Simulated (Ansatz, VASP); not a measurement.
**Two plane-wave programs on W**

File INCAR:

```
PREC = Accurate ; ENCUT = 600
EDIFF = 1E-6 ; ISMEAR = -1
SIGMA = 0.15 ; LREAL = F
LASPH = T ; NELM = 60
ALGO = Fast ; ISIF = 3
LWAVE = F ; LCHARG = F
GGA = CA ; IBRION = 2
NSW = 80 ; EDIFFG = -0.001
```

Contents of KPOINTS:

```
Automatic mesh
0
Gamma
  16 16 16
```

The input POSCAR:

```
W
1.0
   -1.5674691545      1.5674691545      1.5674691545
    1.5674691545     -1.5674691545      1.5674691545
    1.5674691545      1.5674691545     -1.5674691545
W
1
Direct
    0.0000000000      0.0000000000      0.0000000000
```

Input for Ansatz:

```yaml
crystal:
  lattice:
    - [-1.5674691545, 1.5674691545, 1.5674691545]
    - [1.5674691545, -1.5674691545, 1.5674691545]
    - [1.5674691545, 1.5674691545, -1.5674691545]
  atoms:
    - { symbol: W, position: [0.0, 0.0, 0.0] }
basis:
  ecutwfc: 420
kpoints:
  mp_grid: { grid: [16, 16, 16] }
hamiltonian:
  xc: lda
  pseudopotentials: { kind: paw, azcp: { folder: soft_1 } }
scf:
  occupations: { method: fermi_dirac, width: 0.15 }
output:
  forces: true
  stress: true
  eigenvalues: true
  write_density: true
  write_potential: true
  elf: true
  volumetric_format: npy
relax:
  adjacent_minimum: "off"
  f_tol: 0.001
  max_steps: 60
  cell: { stress_tol: 0.01 }
```

Alike in both runs: task relaxation of cell and atoms; functional LDA; k mesh 16 × 16 × 16; occupations fermi-dirac, width 0.15 eV; no spin polarisation.

|  | VASP | Ansatz |
| --- | --- | --- |
| version | VASP 6.6.1 | Ansatz 0.2.0 |
| potentials or method | VASP PAW LDA potentials, release 64 (W_sv), cutoff 600 eV | scalar-relativistic, plane waves, PAW |
| valence electrons in the cell | 14 | 14 |

|  | VASP | Ansatz | Ansatz less VASP |
| --- | --- | --- | --- |
| gap on the k mesh at the Fermi level, each at its own relaxed structure (eV) | none | none | - |
| relaxed volume (Å³/atom) | 15.50 | 15.41 | -0.087 |
| relaxed cell length with the largest relative difference (Å) | 2.720 | 2.715 | -0.0051 |

Ansatz warns that its potentials were made for another functional, while VASP's fit it. LDA's correlation is that of Perdew and Zunger in VASP and of Perdew and Wang (1992) in Ansatz. A gap of «none» marks a metal or a gap that the smearing closes.

Neither program's run includes spin-orbit coupling.
